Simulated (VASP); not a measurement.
Here is a VASP 6.6.1 calculation.

INCAR

```
SYSTEM = CaMg
PREC     = Accurate       ! precision mode
ENCUT    = 520            ! plane-wave cutoff, eV
EDIFF    = 1E-6           ! SCF threshold, eV
ISMEAR   = -1             ! smearing method
SIGMA    = 0.1            ! smearing width, eV
LREAL    = .FALSE.        ! projectors in reciprocal space
LASPH    = .TRUE.         ! aspherical terms in the spheres
NELM     = 100            ! most SCF steps
ALGO     = Normal         ! electronic algorithm
ISIF     = 2              ! what is computed and relaxed
LWAVE    = .FALSE.        ! write WAVECAR
LCHARG   = .FALSE.        ! write CHGCAR
GGA      = CA             ! functional
NBANDS   = 13             ! bands
```

File KPOINTS:

```
regular mesh
0
G
  12 12 12
  0 0 0
```

Contents of POSCAR:

```
CaMg
1.0
    1.7947592888      1.0362047585      5.4112948265
   -1.7947592888      1.0362047585      5.4112948265
    0.0000000000     -2.0724095170      5.4112948265
Ca Mg
1 1
Direct
    0.0000000000      0.0000000000      0.0000000000
    0.5000000000      0.5000000000      0.5000000000
```

Potentials or basis: VASP PAW LDA potentials, release 64 (Ca_sv, Mg).

Run with:

```bash
$ cat potpaw_LDA.64/Ca_sv/POTCAR potpaw_LDA.64/Mg/POTCAR > POTCAR
$ mpirun -np 1 vasp_std > vasp.out
```

Predict the band gap on the k mesh.

zero (bands 6 and 7 overlap by 0.61 eV).

What does it give for the pressure?

-0.2 GPa.
